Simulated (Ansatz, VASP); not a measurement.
**Ta2N: VASP beside Ansatz**

File INCAR:

```
SYSTEM = Ta2N
  PREC = Accurate
  ENCUT = 700
  EDIFF = 1E-6
  ISMEAR = -1
  SIGMA = 0.1
  LREAL = .FALSE.
  LASPH = .TRUE.
  NELM = 200
  ALGO = Normal
  ISIF = 2
  LWAVE = .FALSE.
  LCHARG = .TRUE.
  LMAXMIX = 4
  LDAU = .TRUE.
  LDAUTYPE = 2
  LDAUL = 2 -1
  LDAUU = 4 0
  LDAUJ = 0 0
  LDAUPRINT = 1
  GGA = RE
  LELF = .TRUE.
  LVHAR = .TRUE.
  NBANDS = 22
  GGA_COMPAT = .FALSE.
```

The input KPOINTS:

```
Automatic mesh
0
G
  10 10 6
  0 0 0
```

File POSCAR:

```
Ta2N
1.0
    3.1128615100      0.0000000000      0.0000000000
   -1.5564307550      2.6958171461      0.0000000000
    0.0000000000      0.0000000000      4.8698410000
Ta N
2 1
Direct
    0.3333333333      0.6666666667      0.2547110000
    0.6666666667      0.3333333333      0.7452890000
    0.0000000000      0.0000000000      0.0000000000
```

Contents of input.yaml:

```yaml
crystal:
  lattice: { a: 3.11286151, b: 3.11286151, c: 4.869841, alpha: 90.0, beta: 90.0, gamma: 120.0 }
  space_group: 164
  reduce_to_primitive: true
  atoms:
    - { symbol: Ta, wyckoff: "2d", position: [0.3333333333, 0.6666666667, 0.254711] }
    - { symbol: "N", wyckoff: "1a", position: [0.0, 0.0, 0.0] }
hamiltonian:
  xc: revpbe
  pseudopotentials: { kind: nc }
  hubbard: { sites: [{ species: Ta, l: d, u_eff: 4.0 }], double_counting: fll }
kpoints:
  mp_grid: { grid: [10, 10, 6] }
scf:
  occupations: { method: fermi_dirac, width: 0.1 }
output:
  forces: true
  stress: true
  eigenvalues: true
  write_density: true
  write_potential: true
  elf: true
  volumetric_format: npy
```

Alike in both runs: task single point; functional revPBE; k mesh 10 × 10 × 6; occupations fermi-dirac, width 0.1 eV; no spin polarisation; Hubbard terms Ta d U = 4.0 eV.

|  | VASP | Ansatz |
| --- | --- | --- |
| version | VASP 6.6.1 | Ansatz 0.2.0 |
| potentials or method | VASP PAW PBE potentials, release 64 (Ta_sv_GW, N) | PseudoDojo standard (PBE files) with Ansatz NC |
| plane-wave cutoff (eV) | 700 | 1240 |
| valence electrons in the cell | 31 | 31 |

|  | VASP | Ansatz | Ansatz less VASP |
| --- | --- | --- | --- |
| gap on the k mesh at the Fermi level (eV) | none | none | - |
| pressure (GPa) | 13.1 | 3.9 | -9.20 |
| traceless stress, the component that is largest in VASP (GPa) | 3.23 | 3.24 | +0.001 |

VASP's potentials were made for PBE, not for revPBE. The programs project onto different local orbitals, so the same U acts differently, and such runs can settle in different states. A gap of «none» marks a metal or a gap that the smearing closes.

Spin-orbit coupling is off throughout. Noted on Ansatz's run: the potentials were made for another functional, which shifts forces and pressure.
